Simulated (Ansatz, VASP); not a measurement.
F: VASP beside Ansatz

```xyz
2
Lattice="0.0000 2.4041 2.4041 2.4041 0.0000 2.4041 2.4041 2.4041 0.0000" Properties=species:S:1:pos:R:3 pbc="T T T"
F     0.0000    0.0000    0.0000
F     1.2021    1.2021    1.2021
```

Change from the starting cell: volume scaled by 0.96, PAW files.

Alike in both runs: task electric field gradients; functional PBE; k mesh 16 × 16 × 16; occupations fermi-dirac, width 0.05 eV; no spin polarisation.

|  | VASP | Ansatz |
| --- | --- | --- |
| version | VASP 6.6.1 | Ansatz 0.2.0 |
| potentials or method | VASP PAW PBE potentials, release 64 (F) | PAW with Ansatz's default frozen-core files, scalar-relativistic |
| plane-wave cutoff (eV) | 520 | 420 |
| valence electrons in the cell | 14 | 14 |

Ansatz gave:

- pressure (GPa): 1.8

Q: What did VASP give for the same quantities?

A: Pressure (GPa): 1.2.

With one functional, cell and mesh, what is left measures potentials, basis and numerics.
